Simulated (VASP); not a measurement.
# As (R-3m) in VASP: notebook, part 3 of 3

VASP 6.6.1.

## Step 4: Single point, PBE

File INCAR:

```
PREC     = Accurate       # precision mode
ENCUT    = 520            # plane-wave cutoff, eV
EDIFF    = 1E-6           # SCF threshold, eV
ISMEAR   = 0              # smearing method
SIGMA    = 0.01           # smearing width, eV
LREAL    = False          # projectors in reciprocal space
LASPH    = True           # aspherical terms in the spheres
NELM     = 80             # most SCF steps
ALGO     = Normal         # electronic algorithm
ISIF     = 2              # what is computed and relaxed
LWAVE    = False          # write WAVECAR
LCHARG   = False          # write CHGCAR
GGA      = PE             # functional
NBANDS   = 12             # bands
```

File KPOINTS:

```
regular mesh
0
Gamma
  10 10 10
```

File POSCAR:

```
As
1.0
    1.9036109523      1.0990502958      3.6081612956
   -1.9036109523      1.0990502958      3.6081612956
    0.0000000000     -2.1981005915      3.6081612956
As
2
Direct
    0.7737100447      0.7737100447      0.7737100447
    0.2262899553      0.2262899553      0.2262899553
```

Command:

```console
$ cat potpaw_PBE.64/As/POTCAR > POTCAR
$ mpirun -np 1 vasp_std > vasp.out
```

Wall time 19 s (1 thread of Intel Xeon Platinum 8488C (Sapphire Rapids), shared host); peak memory 0.2 GiB.

It converged, with:

| Property | Result |
| --- | --- |
| Free energy | -9.3460 eV |
| Pressure | 0.3 GPa |
| Largest force | 0.048 eV/Å |
| Band gap on the k mesh | zero (band 5 reaches 5.04 eV, above the bottom of band 6 at 4.64 eV) |

Forces in eV/Å, atoms in the order of the input:
```
As   0.000  0.000 -0.048
As   0.000  0.000  0.048
```

Stress tensor (GPa, compression positive):
```
0.34 0.00 0.00
0.00 0.34 0.00
0.00 0.00 0.09
```

Levels at points of the mesh, in eV from the Fermi level:
```tsv
k point	band 1	band 2	band 3	band 4	band 5	band 6	band 7	band 8	band 9	band 10
(0.00, 0.00, 0.00)	-14.73	-6.19	-2.53	-1.97	-1.97	1.52	2.72	2.72	6.86	6.86
(0.50, 0.00, 0.00)	-12.15	-10.94	-2.86	-2.79	-0.54	-0.38	0.30	1.37	8.71	8.71
(0.50, 0.50, 0.00)	-12.14	-9.72	-5.78	-4.08	-3.95	1.52	5.03	6.55	6.69	10.34
(0.50, 0.50, 0.50)	-13.59	-9.85	-1.72	-1.72	-0.72	0.79	0.79	1.63	7.80	10.13
```

## Step 5: Single point, PBE

File INCAR:

```
SYSTEM = As
PREC = Accurate ; ENCUT = 520
EDIFF = 1E-6 ; ISMEAR = 0
SIGMA = 0.03 ; LREAL = .False.
LASPH = .True. ; NELM = 100
ALGO = Normal ; ISIF = 2
LWAVE = .False. ; LCHARG = .True.
GGA = PE ; LELF = .True.
LVHAR = .True. ; NBANDS = 12
```

File KPOINTS:

```
Automatic mesh
0
Gamma
  10 10 10
  0 0 0
```

POSCAR is that of step 4.

Potentials or basis: VASP PAW PBE potentials, release 64 (As).

Command:

```console
$ cat potpaw_PBE.64/As/POTCAR > POTCAR
$ mpirun -np 1 vasp_std > vasp.out
```

OUTCAR:

```text
SYSTEM = As
   PREC = Accurate
   ENCUT = 520
   EDIFF = 1E-6
   ISMEAR = 0
   LREAL = .False.
   LASPH = .True.
   NELM = 100
   ISIF = 2
   GGA = PE

 ion  position               nearest neighbor table
   1  0.774  0.774  0.774-   2 2.55   2 2.55   2 2.55
   2  0.226  0.226  0.226-   1 2.55   1 2.55   1 2.55

  LATTYP: Found a trigonal (rhomboedric) cell.
 ALAT       =     4.2249821474
 COS(alpha) =     0.5939900948

  Lattice vectors:

 A1 = (   1.9036109523,   1.0990502958,   3.6081612956)
 A2 = (  -1.9036109523,   1.0990502958,   3.6081612956)
 A3 = (   0.0000000000,  -2.1981005915,   3.6081612956)

Analysis of symmetry for initial positions (statically):
=====================================================================
 Subroutine PRICEL returns:
 Original cell was already a primitive cell.

 Routine SETGRP: Setting up the symmetry group for a
 trigonal (rhombohedral) supercell.

 Subroutine GETGRP returns: Found 12 space group operations
 (whereof 12 operations were pure point group operations)
 out of a pool of 12 trial point group operations.

The static configuration has the point symmetry D_3d.

Analysis of symmetry for dynamics (positions and initial velocities):
[... 168 lines left out ...]
 k-point     1 :       0.0000    0.0000    0.0000
  band No.  band energies     occupation
      1      -9.7109      2.00000
      2      -1.1668      2.00000
      3       2.4844      2.00000
      4       3.0506      2.00000
      5       3.0506      2.00000
      6       6.5360      0.00000
      7       7.7363      0.00000
      8       7.7363      0.00000
      9      11.8813      0.00000
     10      11.8813      0.00000
     11      12.2475      0.00000
     12      13.6574      0.00000
[... 331 lines left out ...]
 k-point    24 :       0.4000    0.3000   -0.0000
  band No.  band energies     occupation
      1      -7.9069      2.00000
      2      -4.0646      2.00000
      3       0.0077      2.00000
      4       1.2125      2.00000
      5       1.9082      2.00000
      6       7.2241      0.00000
      7       9.0352      0.00000
      8       9.2315      0.00000
      9      10.5363      0.00000
     10      15.1979      0.00000
     11      15.3755      0.00000
     12      16.1514      0.00000

 [... further k-points ...]
[... 5 lines left out ...]
  --------------------------------------------------------------------------------------
  -------------------------------------------------------------------------------------
  Total        0.0878030      0.0878030      0.0335872      0.0000000      0.0000000      0.0000000
  in kB        3.1058972      3.1058972      1.1880967      0.0000000      0.0000000      0.0000000
  external PRESSURE =       2.4666304 kB  Pullay stress =       0.0000000 kB

 VOLUME and BASIS-vectors are now :
 -----------------------------------------------------------------------------
  energy-cutoff  :      520.00
  volume of cell :       45.29
      direct lattice vectors                 reciprocal lattice vectors
     1.903610952  1.099050296  3.608161296     0.262658712  0.151646078  0.092383158
    -1.903610952  1.099050296  3.608161296    -0.262658712  0.151646078  0.092383158
     0.000000000 -2.198100591  3.608161296     0.000000000 -0.303292156  0.092383158

 POSITION                                       TOTAL-FORCE (eV/Angst)
 -----------------------------------------------------------------------------------
      0.00000      0.00000      8.37501         0.000000     -0.000000     -0.050766
      0.00000      0.00000      2.44947         0.000000      0.000000      0.050766
 -----------------------------------------------------------------------------------
    total drift:                                0.000000     -0.000000      0.000000

  FREE ENERGIE OF THE ION-ELECTRON SYSTEM (eV)
  ---------------------------------------------------
  free  energy   TOTEN  =        -9.3461348443 eV

  energy  without entropy=       -9.3459505222  energy(sigma->0) =       -9.34604268
```

OSZICAR:

```text
N       E                     dE             d eps       ncg     rms          rms(c)
DAV:   1     0.285595622794E+02    0.28560E+02   -0.41022E+03  2784   0.685E+02
DAV:   2    -0.775411425572E+01   -0.36314E+02   -0.34809E+02  3804   0.111E+02
DAV:   3    -0.935133175176E+01   -0.15972E+01   -0.15872E+01  3532   0.236E+01
DAV:   4    -0.935937891776E+01   -0.80472E-02   -0.80466E-02  3152   0.193E+00
DAV:   5    -0.935940178933E+01   -0.22872E-04   -0.22871E-04  3548   0.110E-01    0.313E+00
DAV:   6    -0.935055871120E+01    0.88431E-02   -0.49672E-03  3132   0.442E-01    0.188E+00
DAV:   7    -0.934594460892E+01    0.46141E-02   -0.11489E-02  3236   0.686E-01    0.906E-02
DAV:   8    -0.934608127389E+01   -0.13666E-03   -0.43363E-04  3392   0.124E-01    0.333E-02
DAV:   9    -0.934613502007E+01   -0.53746E-04   -0.69374E-05  3272   0.526E-02    0.119E-02
DAV:  10    -0.934613484427E+01    0.17580E-06   -0.47322E-06  3360   0.123E-02
   1 F= -.93461348E+01 E0= -.93460427E+01  d E =-.184322E-03
```

It took 20 s on 1 thread of Intel Xeon Platinum 8488C (Sapphire Rapids), shared host; peak memory 0.2 GiB.

What came out:

```
Free energy            : -9.3461 eV
Pressure               : 0.2 GPa
Largest force          : 0.051 eV/Å
Band gap on the k mesh : zero (band 5 reaches 5.04 eV, above the bottom of band 6 at 4.64 eV)
```

Forces in eV/Å, atoms in the order of the input:
```
As   0.000  0.000 -0.051
As   0.000  0.000  0.051
```

Levels at points of the mesh, in eV from the Fermi level:
| k point | band 1 | band 2 | band 3 | band 4 | band 5 | band 6 | band 7 | band 8 | band 9 | band 10 |
| --- | --- | --- | --- | --- | --- | --- | --- | --- | --- | --- |
| (0.00, 0.00, 0.00) | -14.72 | -6.17 | -2.52 | -1.96 | -1.96 | 1.53 | 2.73 | 2.73 | 6.87 | 6.87 |
| (0.50, 0.00, 0.00) | -12.14 | -10.93 | -2.84 | -2.78 | -0.53 | -0.37 | 0.31 | 1.38 | 8.72 | 8.72 |
| (0.50, 0.50, 0.00) | -12.13 | -9.71 | -5.77 | -4.07 | -3.94 | 1.53 | 5.05 | 6.56 | 6.70 | 10.36 |
| (0.50, 0.50, 0.50) | -13.58 | -9.84 | -1.71 | -1.71 | -0.71 | 0.80 | 0.80 | 1.64 | 7.81 | 10.15 |

## Step 6: Single point, PBE

File INCAR:

```
  PREC = Accurate
  ENCUT = 520
  EDIFF = 1E-6
  ISMEAR = 0
  SIGMA = 0.1
  LREAL = False
  LASPH = True
  NELM = 100
  ALGO = Normal
  ISIF = 2
  LWAVE = False
  LCHARG = False
  GGA = PE
  NBANDS = 12
```

File KPOINTS:

```
Automatic mesh
0
Gamma
  10 10 10
```

POSCAR is that of step 5.

Potentials or basis: VASP PAW PBE potentials, release 64 (As).

Command:

```console
$ cat potpaw_PBE.64/As/POTCAR > POTCAR
$ mpirun -np 1 vasp_std > vasp.out
```

It took 19 s on 1 thread of Intel Xeon Platinum 8488C (Sapphire Rapids), shared host; peak memory 0.2 GiB.

The run converged. Its results:

```
Free energy            : -9.3468 eV
Pressure               : 0.3 GPa
Largest force          : 0.051 eV/Å
Band gap on the k mesh : zero (band 5 reaches 5.04 eV, above the bottom of band 6 at 4.64 eV)
```

Forces on the atoms (eV/Å):
```
As   0.000  0.000 -0.051
As   0.000  0.000  0.051
```

Stress tensor (GPa, compression positive):
```
0.31 0.00 0.00
0.00 0.31 0.00
0.00 0.00 0.14
```

Levels at points of the mesh, in eV from the Fermi level:
| k point | band 3 | band 4 | band 5 | band 6 | band 7 | band 8 |
| --- | --- | --- | --- | --- | --- | --- |
| (0.00, 0.00, 0.00) | -2.50 | -1.94 | -1.94 | 1.55 | 2.75 | 2.75 |
| (0.50, 0.00, 0.00) | -2.83 | -2.76 | -0.51 | -0.35 | 0.33 | 1.40 |
| (0.50, 0.50, 0.00) | -5.75 | -4.05 | -3.92 | 1.55 | 5.06 | 6.58 |
| (0.50, 0.50, 0.50) | -1.69 | -1.69 | -0.69 | 0.82 | 0.82 | 1.66 |

## Step 7: Summary

```csv
k mesh,smearing,gap on the mesh (eV),pressure (GPa),largest force (eV/Å)
14 × 14 × 14,fermi-dirac 0.1 eV,none,0.3,0.04
10 × 10 × 10,fermi-dirac 1 eV,none,4.8,0.62
10 × 10 × 10,gaussian 0.01 eV,none,0.3,0.05
10 × 10 × 10,gaussian 0.03 eV,none,0.2,0.05
10 × 10 × 10,gaussian 0.1 eV,none,0.3,0.05
```

Alike in all rows: task single point; level PBE; potentials or basis VASP PAW PBE potentials, release 64 (As); no spin polarisation; cell as given; cutoff (eV) 520.

Every run on the cell as given and a fine mesh finds a metal.

Absolute energies hang on the potentials; compare differences alone.
